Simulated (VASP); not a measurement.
HfO2:

```
CELL_PARAMETERS angstrom
3.55802 0.00000 0.00000
0.00000 3.55802 0.00000
0.00000 0.00000 5.17186
ATOMIC_POSITIONS crystal
Hf 0.00000 0.00000 0.00000
Hf 0.50000 0.50000 0.50000
O 0.00000 0.50000 0.19721
O 0.50000 0.00000 0.30279
O 0.50000 0.00000 0.80279
O 0.00000 0.50000 0.69721
```

| Item | Value |
| --- | --- |
| Program | VASP 6.6.1 |
| Task | relaxation of cell and atoms |
| Functional | PBEsol |
| Dispersion | D3(BJ) |
| Potentials or basis | VASP PAW PBE potentials, release 64 (Hf_pv, O) |
| Cutoff | 600 eV |
| k mesh | 8 × 8 × 5 |
| Occupations | fermi-dirac, width 0.05 eV |
| Spin | no spin polarisation |

At the start: pressure -5.0 GPa; volume 10.91 Å³/atom.

Task: Where does the relaxation end?

Result: Over 12 steps the energy falls by 6.2 meV/atom and the volume is 10.60 Å³/atom (-2.9 %); space group P4_2/nmc (No. 137, to 0.1 Å) before and after.

Step by step:
| step | energy change (eV) | largest force (eV/Å) | pressure (GPa) | volume (Å³) |
| --- | --- | --- | --- | --- |
| 1 | 0.0000 | 0.0619 | -4.95 | 65.47 |
| 2 | 0.0255 | 0.3497 | 8.45 | 62.33 |
| 3 | -0.0206 | 0.1744 | 0.11 | 64.19 |
| 4 | -0.0260 | 0.1485 | 0.08 | 64.07 |
| 5 | -0.0333 | 0.0805 | 0.14 | 63.72 |
| 6 | -0.0368 | 0.0182 | -0.21 | 63.70 |
| 7 | -0.0369 | 0.0072 | -0.27 | 63.70 |
| 8 | -0.0369 | 0.0054 | -0.28 | 63.70 |
| 9 | -0.0369 | 0.0100 | 0.23 | 63.53 |
| 10 | -0.0370 | 0.0078 | 0.04 | 63.61 |
| 11 | -0.0370 | 0.0081 | 0.07 | 63.60 |
| 12 | -0.0371 | 0.0079 | 0.08 | 63.59 |

Final structure:
```
Hf O
1.0
     3.53529    0.00000    0.00000
     0.00000    3.53529    0.00000
     0.00000    0.00000    5.08800
Hf O
2 4
Cartesian
  0.0000 0.0000 0.0000
  1.7676 1.7676 2.5440
  0.0000 1.7676 1.0486
  1.7676 0.0000 1.4954
  1.7676 0.0000 4.0394
  0.0000 1.7676 3.5926
```

Caveat: the PAW data sets were made with another functional, which shifts forces and pressure a little.
